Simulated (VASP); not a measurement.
Input of a VASP 6.6.1 run:

File INCAR:

```
PREC = Accurate
ENCUT = 520
EDIFF = 1E-7
ISMEAR = 0
SIGMA = 0.1
LREAL = F
LASPH = T
NELM = 60
ALGO = Fast
ISIF = 2
LWAVE = F
LCHARG = T
LELF = T
LVHAR = T
NBANDS = 12
```

File KPOINTS:

```
Automatic mesh
0
Gamma
  12 14 14
```

The input POSCAR:

```
Zn
1.0
   -1.5935815700      1.7766151400      1.7460215800
    1.5039206500     -1.5066388000      1.3863843100
    1.5441115400      1.4571687700     -1.4760452300
Zn
1
Direct
    0.0000000000      0.0000000000      0.0000000000
```

Potentials or basis: VASP PAW LDA potentials, release 64 (Zn).

Command:

```bash
$ cat potpaw_LDA.64/Zn/POTCAR > POTCAR
$ mpirun -np 1 vasp_std > vasp.out
```

(1) Estimate the band gap on the k mesh.

(2) Estimate the pressure.

## Answers

(1) zero (band 6 reaches 6.04 eV, above the bottom of band 7 at 0.01 eV).

(2) -5.8 GPa.
